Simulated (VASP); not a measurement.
Set up this calculation in VASP 6.6.1, as the native input.

```
Task                   : single point
Functional             : PBE
Potentials or basis    : VASP PAW PBE potentials, release 64 (Cu_sv_GW, Os_sv_GW)
Cutoff                 : 820 eV
k mesh                 : 6 × 6 × 6
Occupations            : gaussian, width 0.1 eV
Spin                   : no spin polarisation
Dipole correction      : no
Further INCAR settings : ALGO = Normal; EDIFF = 1e-06; NBANDS = 32
```

The structure of CuOs2 lies in POSCAR:

```
CuOs2
1.0
    3.4060144480      0.0000000000      0.0000000000
   -1.7030072240      2.9496950376      0.0000000000
    0.0000000000      0.0000000000      3.6775903508
Cu Os
1 2
Direct
    0.0000000000      0.0000000000      0.0000000000
    0.3333333333      0.6666666667      0.5000000000
    0.6666666667      0.3333333333      0.5000000000
```

One way to write it, as run:

INCAR

```
PREC = Accurate
ENCUT = 820
EDIFF = 1E-6
ISMEAR = 0
SIGMA = 0.1
LREAL = F
LASPH = T
NELM = 120
ALGO = Normal
ISIF = 2
LWAVE = F
LCHARG = F
GGA = PE
NBANDS = 32
GGA_COMPAT = F
```

KPOINTS

```
Automatic mesh
0
Gamma
  6 6 6
```

Potentials or basis: VASP PAW PBE potentials, release 64 (Cu_sv_GW, Os_sv_GW).

Launch:

```bash
$ cat potpaw_PBE.64/Cu_sv_GW/POTCAR potpaw_PBE.64/Os_sv_GW/POTCAR > POTCAR
$ mpirun -np 1 vasp_std > vasp.out
```

Results of the run:

- Pressure: 226.7 GPa
- Band gap on the k mesh: zero (an odd number of electrons rules out a gap without spin polarisation)

Caveat: atoms lie so close that the PAW spheres overlap strongly, which falsifies energies and pressures; the stress differs along the axes, from 37 to 322 GPa; spin-orbit coupling is left out, which moves the levels of the heavy elements.

Run time: 42 s on 1 thread of Intel(R) Xeon(R) 6975P-C (Granite Rapids) (shared host), peak memory 0.24 GiB.
